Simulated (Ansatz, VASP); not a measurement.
## One calculation of Mo3N4, two programs

```
Mo N
1.0
     4.20368    0.00000    0.00000
     0.00000    4.20368    0.00000
     0.00000    0.00000    4.20368
Mo N
3 4
Direct
  0.50000 0.50000 0.00000
  0.00000 0.50000 0.50000
  0.50000 0.00000 0.50000
  0.50000 0.50000 0.50000
  0.50000 0.00000 0.00000
  0.00000 0.50000 0.00000
  0.00000 0.00000 0.50000
```

Alike in both runs: functional PBE; k mesh 8 × 8 × 8; occupations fermi-dirac, width 0.15 eV; no spin polarisation.

Ansatz relaxed the structure, and its values are those at the end. VASP's run is a single point on that final structure, the one shown.

```csv
,VASP,Ansatz
version,VASP 6.6.1,Ansatz 0.2.0
potentials or method,"VASP PAW PBE potentials, release 64 (Mo_sv, N), cutoff 520 eV","scalar-relativistic, plane waves, PAW"
valence electrons in the cell,62,62
```

```csv
,VASP,Ansatz,Ansatz less VASP
gap on the k mesh at the Fermi level (eV),none,none,-
pressure (GPa),0.4,0.0,-0.42
```

A gap of «none» marks a metal or a gap that the smearing closes.
